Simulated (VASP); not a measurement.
Input of a VASP 6.6.1 run:

The input INCAR:

```
SYSTEM = CdSiAg2Te4
PREC = Accurate ; ENCUT = 520
EDIFF = 1E-7 ; ISMEAR = 0
SIGMA = 0.01 ; LREAL = .FALSE.
LASPH = .TRUE. ; NELM = 100
ALGO = Normal ; ISIF = 2
LWAVE = .FALSE. ; LCHARG = .FALSE.
GGA = PE ; NBANDS = 41
```

The input KPOINTS:

```
regular mesh
0
G
  6 6 6
  0 0 0
```

The input POSCAR:

```
CdSiAg2Te4
1.0
   -3.2509728837      3.2509728837      6.3167155838
    3.2509728837     -3.2509728837      6.3167155838
    3.2509728837      3.2509728837     -6.3167155838
Ag Cd Si Te
2 1 1 4
Direct
    0.0000000000      0.0000000000      0.0000000000
    0.7500000000      0.2500000000      0.5000000000
    0.2500000000      0.7500000000      0.5000000000
    0.5000000000      0.5000000000      0.0000000000
    0.1469586647      0.6102277191      0.9909242763
    0.3897722809      0.3806965572      0.5367309456
    0.6193034428      0.1560343884      0.0090757237
    0.8439656116      0.8530413353      0.4632690544
```

Potentials or basis: VASP PAW PBE potentials, release 64 (Ag, Cd, Si, Te).

The run is started by

```bash
$ cat potpaw_PBE.64/Ag/POTCAR potpaw_PBE.64/Cd/POTCAR potpaw_PBE.64/Si/POTCAR potpaw_PBE.64/Te/POTCAR > POTCAR
$ mpirun -np 1 vasp_std > vasp.out
```

Task: Estimate the band gap on the k mesh.

Result: 0.39 eV.

Task: Estimate the pressure.

Result: -1.1 GPa.

Forces on the atoms (eV/Å):
```
Ag   0.000  0.000  0.000
Ag   0.000  0.000  0.000
Cd   0.000  0.000  0.000
Si   0.000  0.000  0.000
Te  -0.043  0.033  0.028
Te   0.033  0.043 -0.028
Te   0.043 -0.033  0.028
Te  -0.033 -0.043 -0.028
```

Caveat: semilocal functionals underestimate gaps, and a narrow one can read as zero; spin-orbit coupling is left out, which moves the levels of the heavy elements.
